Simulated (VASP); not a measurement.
A run of VASP 6.6.1 is set up as follows.

INCAR

```
SYSTEM = Ti
  PREC = Accurate
  ENCUT = 520
  EDIFF = 1E-6
  ISMEAR = 0
  SIGMA = 0.05
  LREAL = .FALSE.
  LASPH = .TRUE.
  NELM = 100
  ALGO = Normal
  ISIF = 2
  LWAVE = .FALSE.
  LCHARG = .TRUE.
  GGA = PS
  LELF = .TRUE.
  LVHAR = .TRUE.
  NBANDS = 19
```

The input KPOINTS:

```
regular mesh
0
G
  16 16 10
  0 0 0
```

POSCAR

```
Ti
1.0
    2.9000953222      0.0000000000      0.0000000000
   -1.4500476611      2.5115562224      0.0000000000
    0.0000000000      0.0000000000      4.5886923311
Ti
2
Direct
    0.3333333333      0.6666666667      0.7500000000
    0.6666666667      0.3333333333      0.2500000000
```

Potentials or basis: VASP PAW PBE potentials, release 64 (Ti_sv).

Launch:

```sh
$ cat potpaw_PBE.64/Ti_sv/POTCAR > POTCAR
$ mpirun -np 1 vasp_std > vasp.out
```

Q: Estimate the band gap on the k mesh.

A: Zero (bands 12 and 13 overlap by 1.08 eV).

Q: Estimate the pressure.

A: -0.2 GPa.

Caveat: the PAW data sets were made with another functional, which shifts forces and pressure a little.
